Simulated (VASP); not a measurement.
**Te2Mo: single point with r2SCAN+rVV10**

Te2Mo:

```xyz
6
Lattice="3.5421 0.0000 0.0000 -1.7711 3.0676 0.0000 0.0000 0.0000 14.1766" Properties=species:S:1:pos:R:3 pbc="T T T"
Mo    0.0000    2.0451    3.5442
Mo    1.7711    1.0225   10.6325
Te    1.7711    1.0225    5.3387
Te    1.7711    1.0225    1.7496
Te    0.0000    2.0451   12.4270
Te    0.0000    2.0451    8.8379
```

```json
{"Program": "VASP 6.6.1", "Task": "single point", "Functional": "r2SCAN", "Dispersion": "rVV10", "Potentials or basis": "VASP PAW PBE potentials, release 64 (Mo_sv, Te)", "Cutoff": "520 eV", "k mesh": "12 × 12 × 2", "Occupations": "fermi-dirac, width 0.02 eV", "Spin": "no spin polarisation"}
```

```yaml
Pressure: 0.4 GPa
Largest_force: 0.047 eV/Å
Band_gap_on_the_k_mesh: 0.91 eV (least direct gap 1.09 eV)
```

Forces in eV/Å, atoms in the order of the input:
```
Mo   0.000  0.000  0.000
Mo   0.000  0.000  0.000
Te   0.000  0.000  0.047
Te   0.000  0.000 -0.047
Te   0.000  0.000  0.047
Te   0.000  0.000 -0.047
```

Stress tensor (GPa, compression positive):
```
0.38 0.00 0.00
0.00 0.38 0.00
0.00 0.00 0.47
```

Levels at points of the mesh, in eV from the valence-band top:
```
           k point  band 22  band 23  band 24  band 25  band 26  band 27  band 28  band 29  band 30  band 31
(0.00, 0.00, 0.00)    -1.14    -1.14    -0.99    -0.50     0.00     2.99     2.99     3.09     3.09     3.25
(0.50, 0.00, 0.00)    -1.89    -1.02    -0.97    -0.73    -0.49     1.31     1.36     1.57     1.85     2.87
(0.00, 0.00, 0.50)    -1.16    -1.16    -1.16    -0.12    -0.12     3.02     3.02     3.02     3.02     3.37
(0.50, 0.00, 0.50)    -1.98    -0.98    -0.98    -0.61    -0.61     1.33     1.33     1.72     1.72     3.28
```

Wall time 30 min on 1 thread of AMD EPYC 7R13, with other jobs on the host, peak memory 0.68 GiB.

Caveat: the PAW data sets were made with another functional, which shifts forces and pressure a little; spin-orbit coupling is left out, which moves the levels of the heavy elements. A k mesh can miss the band edges.
